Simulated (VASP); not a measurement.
Input of a VASP 6.6.1 run:

File POSCAR:

```
W
1.0
   -1.6611920000      1.6611920000      1.4695160000
    1.6611920000     -1.6611920000      1.4695160000
    1.6611920000      1.6611920000     -1.4695160000
W
1
Direct
    0.0000000000      0.0000000000      0.0000000000
```

File INCAR.step1:

```
SYSTEM = W
PREC     = Accurate       ! precision mode
ENCUT    = 520            ! plane-wave cutoff, eV
ISMEAR   = 0              ! smearing method
SIGMA    = 0.15           ! smearing width, eV
LREAL    = .FALSE.        ! projectors in reciprocal space
LASPH    = .TRUE.         ! aspherical terms in the spheres
NELM     = 60             ! most SCF steps
NBANDS   = 13             ! bands
GGA      = PE             ! functional
ALGO     = Normal         ! electronic algorithm
EDIFF    = 1E-4           ! SCF threshold, eV
LWAVE    = .TRUE.         ! write WAVECAR
LCHARG   = .FALSE.        ! write CHGCAR
```

File INCAR.step2:

```
SYSTEM = W
PREC     = Accurate       ! precision mode
ENCUT    = 520            ! plane-wave cutoff, eV
EDIFF    = 1E-6           ! SCF threshold, eV
ISMEAR   = 0              ! smearing method
SIGMA    = 0.15           ! smearing width, eV
LREAL    = .FALSE.        ! projectors in reciprocal space
LASPH    = .TRUE.         ! aspherical terms in the spheres
NELM     = 60             ! most SCF steps
ALGO     = Normal         ! electronic algorithm
ISIF     = 2              ! what is computed and relaxed
LWAVE    = .FALSE.        ! write WAVECAR
LCHARG   = .FALSE.        ! write CHGCAR
METAGGA  = R2SCAN         ! meta-GGA
LMIXTAU  = .TRUE.       
NBANDS   = 13             ! bands
ISTART   = 1
```

Contents of KPOINTS:

```
regular mesh
0
G
  14 14 14
  0 0 0
```

Potentials or basis: VASP PAW PBE potentials, release 64 (W_sv).

Run with:

```console
$ cat potpaw_PBE.64/W_sv/POTCAR > POTCAR
$ cp INCAR.step1 INCAR
$ mpirun -np 1 vasp_std > vasp.out
$ cp INCAR.step2 INCAR
$ mpirun -np 1 vasp_std > vasp.out
```

Task: Estimate the band gap on the k mesh.

Result: Zero (band 7 reaches 16.06 eV, above the bottom of band 8 at 9.69 eV).

Task: Estimate the pressure.

Result: -2.5 GPa.

Stress tensor (GPa, compression positive):
```
-15.28   0.00   0.00
  0.00 -15.28   0.00
  0.00   0.00  23.01
```

Caveat: the cell differs from its parent crystal (strain +0.040 along x and y, -0.080 along z); the PAW data sets were made with another functional, which shifts forces and pressure a little; spin-orbit coupling is left out, which moves the levels of the heavy elements.
